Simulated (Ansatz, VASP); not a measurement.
W: VASP beside Ansatz

```
CELL_PARAMETERS angstrom
2.75702 0.00000 0.00000
-0.91901 2.59934 0.00000
0.00000 0.00000 22.75330
ATOMIC_POSITIONS crystal
W 0.25000 0.25000 0.35462
W 0.75000 0.75000 0.45023
W 0.25000 0.25000 0.54977
W 0.75000 0.75000 0.64538
```

Alike in both runs: functional PBE; k mesh 13 × 13 × 1; occupations fermi-dirac, width 0.1 eV; no spin polarisation.

Ansatz relaxed the structure, and its values are those at the end. VASP's run is a single point on that final structure, the one shown.

|  | VASP | Ansatz |
| --- | --- | --- |
| version | VASP 6.6.1 | Ansatz 0.2.0 |
| potentials or method | VASP PAW PBE potentials, release 64 (W_sv) | PAW with Ansatz's default frozen-core files, scalar-relativistic |
| plane-wave cutoff (eV) | 520 | 420 |
| valence electrons in the cell | 56 | 56 |

|  | VASP | Ansatz | Ansatz less VASP |
| --- | --- | --- | --- |
| rms of the force components (eV/Å) | 0.013 | 0.000 | -0.0131 |

Ansatz's warnings: stress scf threshold loose, xc potential rough in thin density.

Spin-orbit coupling is off throughout.
